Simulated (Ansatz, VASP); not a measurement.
**Ga in VASP and in Ansatz**

```
CELL_PARAMETERS angstrom
0.00000 2.04824 2.04824
2.04824 0.00000 2.04824
2.04824 2.04824 0.00000
ATOMIC_POSITIONS crystal
Ga 0.00000 0.00000 0.00000
```

Alike in both runs: functional LDA; k mesh 13 × 13 × 13; occupations fermi-dirac, width 0.1 eV; no spin polarisation.

Ansatz relaxed the structure, and its values are those at the end. VASP's run is a single point on that final structure, the one shown.

|  | VASP | Ansatz |
| --- | --- | --- |
| version | VASP 6.6.1 | Ansatz 0.2.0 |
| potentials or method | VASP PAW LDA potentials, release 64 (Ga_d), cutoff 520 eV | plane waves (420 eV) with PAW, scalar-relativistic |
| valence electrons in the cell | 13 | 13 |

|  | VASP | Ansatz | Ansatz less VASP |
| --- | --- | --- | --- |
| pressure (GPa) | 0.0 | 0.0 | +0.04 |

Ansatz warns that its potentials were made for another functional, while VASP's fit it. LDA's correlation is that of Perdew and Zunger in VASP and of Perdew and Wang (1992) in Ansatz.
